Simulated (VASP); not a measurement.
# Si2Mo (mix) (I4/mmm) in VASP: a series of runs

Runs on Si2Mo (mix). Level: PBE. Tasks: single point, relaxation of cell and atoms.

Program: VASP 6.6.1. These are calculated values, not measurements. Logs are shortened: lines on timing, memory, paths and dates and some standing lists are left out, and cuts for length are marked.

## (1) The cell of the first run

It takes space group I4/mmm (No. 139, tetragonal). Conventional cell: a = 3.217 Å, b = 3.217 Å, c = 7.873 Å, α = 90.00°, β = 90.00°, γ = 90.00°. Within 3.4 Å of Si (site symmetry 4mm) lie 9 Si at 2.60 to 3.22 Å and 5 Mo at 2.62 to 2.64 Å. Mo (site symmetry 4/mmm) has 10 Si at 2.62 to 2.64 Å and 4 Mo at 3.22 Å within 3.5 Å.

## (2) Single point, PBE

The input, INCAR:

```
SYSTEM = Si2Mo
PREC = Accurate
ENCUT = 520
EDIFF = 1E-7
ISMEAR = 0
SIGMA = 0.1
LREAL = .FALSE.
LASPH = .TRUE.
NELM = 100
ALGO = Normal
ISIF = 2
LWAVE = .FALSE.
LCHARG = .FALSE.
GGA = PE
NBANDS = 18
```

The input, KPOINTS:

```
regular mesh
0
G
  18 18 18
  0 0 0
```

The input, POSCAR:

```
Si2Mo
1.0
   -1.6084238594      1.6084238594      3.9365104793
    1.6084238594     -1.6084238594      3.9365104793
    1.6084238594      1.6084238594     -3.9365104793
Si Mo
2 1
Direct
    0.3350990319      0.3350990319      0.0000000000
    0.6649009681      0.6649009681      0.0000000000
    0.0000000000      0.0000000000      0.0000000000
```

Potentials or basis: VASP PAW PBE potentials, release 64 (Si, Mo_sv).

The run is started by

```bash
$ cat potpaw_PBE.64/Si/POTCAR potpaw_PBE.64/Mo_sv/POTCAR > POTCAR
$ mpirun -np 1 vasp_std > vasp.out
```

OUTCAR:

```text
SYSTEM = Si2Mo
   PREC = Accurate
   ENCUT = 520
   EDIFF = 1E-7
   ISMEAR = 0
   LREAL = .FALSE.
   LASPH = .TRUE.
   NELM = 100
   ISIF = 2
   GGA = PE

 ion  position               nearest neighbor table
   1  0.335  0.335  0.000-   2 2.60   3 2.62   3 2.62   3 2.62   3 2.62   3 2.64   2 2.64   2 2.64
                             2 2.64   2 2.64
   2  0.665  0.665  0.000-   1 2.60   3 2.62   3 2.62   3 2.62   3 2.62   3 2.64   1 2.64   1 2.64
                             1 2.64   1 2.64
   3  0.000  0.000  0.000-   2 2.62   2 2.62   2 2.62   1 2.62   2 2.62   1 2.62   1 2.62   1 2.62
                             1 2.64   2 2.64

  LATTYP: Found a body centered tetragonal cell.
 ALAT       =     3.2168477188
 C/A-ratio  =     2.4474335271

  Lattice vectors:

 A1 = (  -1.6084238594,   1.6084238594,   3.9365104793)
 A2 = (   1.6084238594,  -1.6084238594,   3.9365104793)
 A3 = (   1.6084238594,   1.6084238594,  -3.9365104793)

Analysis of symmetry for initial positions (statically):
=====================================================================
 Subroutine PRICEL returns:
 Original cell was already a primitive cell.

 Routine SETGRP: Setting up the symmetry group for a
 body centered tetragonal supercell.

 Subroutine GETGRP returns: Found 16 space group operations
 (whereof 16 operations were pure point group operations)
 out of a pool of 16 trial point group operations.

The static configuration has the point symmetry D_4h.

Analysis of symmetry for dynamics (positions and initial velocities):
=====================================================================
 Subroutine PRICEL returns:
 Original cell was already a primitive cell.

 Routine SETGRP: Setting up the symmetry group for a
 body centered tetragonal supercell.

 Subroutine GETGRP returns: Found 16 space group operations
 (whereof 16 operations were pure point group operations)
 out of a pool of 16 trial point group operations.

The dynamic configuration has the point symmetry D_4h.

 Subroutine INISYM returns: Found 16 space group operations
 (whereof 16 operations are pure point group operations),
 and found     1 'primitive' translations

----------------------------------------------------------------------------------------

                                     Primitive cell

  volume of cell :      40.7354

  direct lattice vectors                    reciprocal lattice vectors
    -1.608423859  1.608423859  3.936510479     0.000000000  0.310863332  0.127016047
     1.608423859 -1.608423859  3.936510479     0.310863332  0.000000000  0.127016047
     1.608423859  1.608423859 -3.936510479     0.310863332  0.310863332  0.000000000

  length of vectors
     4.546445796  4.546445796  4.546445796     0.335811089  0.335811089  0.439627140

  position of ions in fractional coordinates (direct lattice)
     0.335099032  0.335099032  0.000000000
     0.664900968  0.664900968  0.000000000
     0.000000000  0.000000000  0.000000000

  ion indices of the primitive-cell ions
   primitive index   ion index
                 1           1
                 2           2
                 3           3

----------------------------------------------------------------------------------------

 KPOINTS: regular mesh

Automatic generation of k-mesh.
 Grid dimensions read from file:
 generate k-points for:   18   18   18

 Generating k-lattice:

  Cartesian coordinates                     Fractional coordinates (reciprocal lattice)
     0.000000000  0.017270185  0.007056447     0.055555556  0.000000000 -0.000000000
     0.017270185  0.000000000  0.007056447     0.000000000  0.055555556 -0.000000000
     0.017270185  0.017270185  0.000000000     0.000000000  0.000000000  0.055555556

  Length of vectors
     0.018656172  0.018656172  0.024423730

  Shift w.r.t. Gamma in fractional coordinates (k-lattice)
     0.000000000  0.000000000  0.000000000

 Subroutine IBZKPT returns following result:
 ===========================================

 Found    480 irreducible k-points:

 Following reciprocal coordinates:
            Coordinates               Weight
  0.000000  0.000000  0.000000      1.000000
  0.055556  0.000000 -0.000000      8.000000
  0.111111  0.000000 -0.000000      8.000000
  0.166667  0.000000  0.000000      8.000000
  0.222222  0.000000  0.000000      8.000000
  0.277778  0.000000 -0.000000      8.000000
[... 16 lines left out ...]
 -0.277778  0.055556  0.000000     16.000000
 -0.222222  0.055556  0.000000     16.000000
 [... further k-points ...]
   k-points           NKPTS =    480   k-points in BZ     NKDIM =    480   number of bands    NBANDS=     18
   number of dos      NEDOS =    301   number of ions     NIONS =      3
   total plane-waves  NPLWV =  46656
   dimension x,y,z NGX =    36 NGY =   36 NGZ =   36
   dimension x,y,z NGXF=    72 NGYF=   72 NGZF=   72
   ions per type =               2   1
   NGX,Y,Z   is equivalent  to a cutoff of  13.16, 13.16, 13.16 a.u.
   NGXF,Y,Z  is equivalent  to a cutoff of  26.33, 26.33, 26.33 a.u.
 SYSTEM =  Si2Mo
   PREC   = accura    normal or accurate (medium, high low for compatibility)
   ISTART =      0    job   : 0-new  1-cont  2-samecut
   ICHARG =      2    charge: 1-file 2-atom 10-const
   ISPIN  =      1    spin polarized calculation?
   LNONCOLLINEAR =      F non collinear calculations
   LSORBIT =      F    spin-orbit coupling
   LASPH  =      T    aspherical Exc in radial PAW
   ENCUT  =  520.0 eV  38.22 Ry    6.18 a.u.   8.45  8.45  8.45*2*pi/ulx,y,z
   NELM   =    100;   NELMIN=  2; NELMDL= -5     # of ELM steps
   EDIFF  = 0.1E-06   stopping-criterion for ELM
   LREAL  =      F    real-space projection
   EDIFFG = 0.1E-05   stopping-criterion for IOM
   NSW    =      0    number of steps for IOM
   IBRION =     -1    ionic relax: 0-MD 1-quasi-New 2-CG
   NFREE  =      0    steps in history (QN), initial steepest desc. (CG)
   ISIF   =      2    stress and relaxation
   ISYM   =      2    0-nonsym 1-usesym 2-fastsym
   POTIM  = 0.5000    time-step for ionic-motion
   TEBEG  =    0.0;   TEEND  =   0.0 temperature during run
   PSTRESS=    0.0 pullay stress
   NELECT =      22.0000    total number of electrons
   NUPDOWN=      -1.0000    fix difference up-down
   EMIN   =  10.00;   EMAX   =-10.00  energy-range for DOS
   EFERMI =   0.00;   METHOD = LEGACY
   ISMEAR =     0;   SIGMA  =   0.10  broadening in eV -4-tet -1-fermi 0-gaus
   EFERMI_NEDOS =   21; number of points for ismear=-14 and -15
   IALGO  =     38    algorithm
   IMIX   =      4    mixing-type and parameters
     AMIX     =   0.40;   BMIX     =  1.00
     AMIX_MAG =   1.60;   BMIX_MAG =  1.00
  volume/ion in A,a.u.               =      13.58        91.63
  Fermi-wavevector in a.u.,A,eV,Ry     =   1.333189  2.519361 24.182884  1.777392
  Thomas-Fermi vector in A             =   2.462066
   LORBIT       =      0    0 simple, 1 ext, 2 COOP (PROOUT), +10 PAW based schemes
   GGA     = PE    functional components
   LHFCALC =     F    Hartree Fock is set to
   AEXX    =    0.0000 exact exchange contribution
   IVDW    =     0    specifies the selected vdW correction
   LEPSILON=     F    determine dielectric tensor
   LRPA    =     F    only Hartree local field effects (RPA)
 non-spin polarized calculation
 Gauss-broadening in eV      SIGMA  =   0.10
  energy-cutoff  :      520.00
  volume of cell :       40.74
 maximum number of plane-waves:      1134
 NGX is ok and might be reduce to    36
   NGX = 17   NGY = 17   NGZ = 17

 number of electron      22.0000000 magnetization

 Free energy of the ion-electron system (eV)
  ---------------------------------------------------
  ext. energy  EPLUGINS =         0.00000000
  ---------------------------------------------------
  free energy    TOTEN  =       -23.26226048 eV

  energy without entropy =      -23.26110171  energy(sigma->0) =      -23.26168110

 E-fermi :  12.0711     XC(G=0): -12.3692

 val. band max:       12.0685786495   @ k =   0.0556   0.0556  -0.0000
 cond. band min:      12.0789578651   @ k =  -0.1111  -0.1111   0.0556
 fundamental gap:      0.0103792156
 Fermi energy:        12.0710934229

 k-point     1 :       0.0000    0.0000    0.0000
  band No.  band energies     occupation
      1     -48.6636      2.00000
      2     -22.8047      2.00000
      3     -22.7381      2.00000
      4     -22.7381      2.00000
      5      -1.2493      2.00000
      6       5.7649      2.00000
[... 10 lines left out ...]
     17      17.1213      0.00000
     18      17.1213      0.00000

 k-point     2 :       0.0556    0.0000   -0.0000
  band No.  band energies     occupation
      1     -48.6631      2.00000
      2     -22.8042      2.00000
      3     -22.7456      2.00000
      4     -22.7374      2.00000
      5      -1.1937      2.00000
      6       5.7670      2.00000
[... 10 lines left out ...]
     17      17.1567      0.00000
     18      17.4924      0.00000

 k-point     3 :       0.1111    0.0000   -0.0000
  band No.  band energies     occupation
      1     -48.6616      2.00000
      2     -22.8026      2.00000
      3     -22.7670      2.00000
      4     -22.7354      2.00000
      5      -1.0280      2.00000
      6       5.7626      2.00000
[... 10 lines left out ...]
     17      17.3400      0.00000
     18      18.3038      0.00000

 k-point     4 :       0.1667    0.0000    0.0000
  band No.  band energies     occupation
      1     -48.6593      2.00000
      2     -22.8013      2.00000
      3     -22.7985      2.00000
      4     -22.7324      2.00000
      5      -0.7562      2.00000
      6       5.7118      2.00000
[... 375 lines left out ...]
      4     -22.7280      2.00000
      5       0.5908      2.00000
      6       4.7680      2.00000
[... 10 lines left out ...]
     17      19.1005      0.00000
     18      20.4727      0.00000

 k-point    23 :      -0.2778    0.0556    0.0000
  band No.  band energies     occupation
      1     -48.6530      2.00000
      2     -22.8805      2.00000
      3     -22.7922      2.00000
      4     -22.7318      2.00000
      5       0.0570      2.00000
      6       5.3638      2.00000
[... 10 lines left out ...]
     17      18.8475      0.00000
     18      20.2921      0.00000

 k-point    24 :      -0.2222    0.0556    0.0000
  band No.  band energies     occupation
      1     -48.6560      2.00000
      2     -22.8385      2.00000
      3     -22.7954      2.00000
      4     -22.7358      2.00000
      5      -0.3931      2.00000
      6       5.7938      2.00000
[... 10 lines left out ...]
     17      18.2142      0.00000
     18      20.4433      0.00000

 [... further k-points ...]
[... 5 lines left out ...]
  --------------------------------------------------------------------------------------
  -------------------------------------------------------------------------------------
  Total        0.0429685      0.0429685      0.0362964      0.0000000     -0.0000000      0.0000000
  in kB        1.6900054      1.6900054      1.4275848      0.0000000     -0.0000000      0.0000000
  external PRESSURE =       1.6025319 kB  Pullay stress =       0.0000000 kB

 VOLUME and BASIS-vectors are now :
 -----------------------------------------------------------------------------
  energy-cutoff  :      520.00
  volume of cell :       40.74
      direct lattice vectors                 reciprocal lattice vectors
    -1.608423859  1.608423859  3.936510479     0.000000000  0.310863332  0.127016047
     1.608423859 -1.608423859  3.936510479     0.310863332  0.000000000  0.127016047
     1.608423859  1.608423859 -3.936510479     0.310863332  0.310863332  0.000000000

 POSITION                                       TOTAL-FORCE (eV/Angst)
 -----------------------------------------------------------------------------------
      0.00000      0.00000      2.63824        -0.000000     -0.000000     -0.004306
      0.00000      0.00000      5.23478         0.000000      0.000000      0.004306
      0.00000      0.00000      0.00000         0.000000      0.000000      0.000000
 -----------------------------------------------------------------------------------
    total drift:                               -0.000000     -0.000000      0.000000

  FREE ENERGIE OF THE ION-ELECTRON SYSTEM (eV)
  ---------------------------------------------------
  free  energy   TOTEN  =       -23.2622604847 eV

  energy  without entropy=      -23.2611017058  energy(sigma->0) =      -23.26168110
```

Run time: 4.4 min. Hardware: 1 thread of Intel Xeon Platinum 8559C (Emerald Rapids), shared host; peak memory 0.44 GiB.

What came out:

* Free energy: -23.2623 eV
* Pressure: 0.2 GPa
* Largest force: 0.004 eV/Å
* Band gap on the k mesh: zero (band 11 reaches 12.53 eV, above the bottom of band 12 at 11.59 eV)

Forces on the atoms (eV/Å):
```
Si   0.000  0.000 -0.004
Si   0.000  0.000  0.004
Mo   0.000  0.000  0.000
```

Levels at points of the mesh, in eV from the Fermi level:
```tsv
k point	band 7	band 8	band 9	band 10	band 11	band 12	band 13	band 14	band 15	band 16
(0.00, 0.00, 0.00)	-3.42	-2.99	-2.58	-2.58	0.36	3.07	3.25	3.47	3.47	4.03
(0.50, 0.00, 0.00)	-4.89	-4.45	-2.54	-2.52	-0.49	2.21	3.07	3.97	4.17	5.47
(0.50, 0.50, 0.00)	-5.58	-5.20	-4.39	-3.00	-1.21	2.26	2.67	3.10	3.31	4.76
(0.50, 0.50, 0.50)	-3.46	-2.15	-0.57	-0.57	-0.48	-0.48	0.49	4.69	4.99	6.03
```

## (3) Relaxation of cell and atoms, PBE

This run uses another cell than the first one, of 13.42 Å³/atom, 0.988 times its volume.

The input, INCAR:

```
  PREC = Accurate
  ENCUT = 600
  EDIFF = 1E-7
  ISMEAR = 0
  SIGMA = 0.1
  LREAL = False
  LASPH = True
  NELM = 100
  ALGO = Normal
  ISIF = 3
  LWAVE = False
  LCHARG = False
  GGA = PE
  IBRION = 2
  NSW = 100
  EDIFFG = -0.002
```

The input, KPOINTS:

```
Automatic mesh
0
Gamma
  18 18 18
```

The input, POSCAR:

```
Si2Mo
1.0
   -1.6000000000      1.6000000000      3.9305000000
    1.6000000000     -1.6000000000      3.9305000000
    1.6000000000      1.6000000000     -3.9305000000
Si Mo
2 1
Direct
    0.3330000000      0.3330000000      0.0000000000
    0.6670000000      0.6670000000      0.0000000000
    0.0000000000      0.0000000000      0.0000000000
```

Potentials or basis: VASP PAW PBE potentials, release 64 (Si, Mo_sv).

The run is started by

```bash
$ cat potpaw_PBE.64/Si/POTCAR potpaw_PBE.64/Mo_sv/POTCAR > POTCAR
$ mpirun -np 1 vasp_std > vasp.out
```

Run time: 13 min. Hardware: 1 thread of Intel Xeon Platinum 8559C (Emerald Rapids), shared host; peak memory 0.49 GiB.

The run converged. Its results:

| Quantity | Value |
| --- | --- |
| Free energy | -23.2621 eV |
| Relaxed volume | 13.59 Å³/atom |
| Relaxed cell | a = 4.547 Å, b = 4.547 Å, c = 4.547 Å, α = 138.56°, β = 138.56°, γ = 60.05° |
| Space group after relaxing (to 0.05 Å) | I4/mmm (No. 139) |
| Energy gained by relaxing | 2.9 meV/atom |
| Ionic steps | 7 |
| Pressure after relaxing | 0.0 GPa |
| Band gap on the k mesh | zero (band 11 reaches 12.52 eV, above the bottom of band 12 at 11.58 eV) |

Step by step:
```csv
step,energy change (eV),largest force (eV/Å),pressure (GPa),volume (Å³)
1,0.0000,0.2793,2.36,40.25
2,-0.0018,0.0864,-3.20,41.41
3,-0.0068,0.1728,-0.71,40.87
4,-0.0085,0.0165,0.15,40.74
5,-0.0086,0.0144,0.01,40.76
6,-0.0086,0.0037,0.00,40.76
7,-0.0086,0.0001,0.00,40.76
```

Final structure:
```yaml
crystal:
  lattice:
    - [-1.60880, 1.60880, 3.93696]
    - [1.60880, -1.60880, 3.93696]
    - [1.60880, 1.60880, -3.93696]
  atoms:
    - { symbol: Si, position: [0.33508, 0.33508, 0.00000] }
    - { symbol: Si, position: [0.66492, 0.66492, 0.00000] }
    - { symbol: Mo, position: [0.00000, 0.00000, 0.00000] }
```

Levels at points of the mesh, in eV from the Fermi level:
```tsv
k point	band 9	band 10	band 11	band 12	band 13	band 14
(0.00, 0.00, 0.00)	-2.58	-2.58	0.36	3.07	3.25	3.47
(0.50, 0.00, 0.00)	-2.54	-2.52	-0.49	2.21	3.07	3.97
(0.50, 0.50, 0.00)	-4.38	-2.99	-1.21	2.26	2.67	3.10
(0.50, 0.50, 0.50)	-0.56	-0.56	-0.48	-0.48	0.49	4.69
```
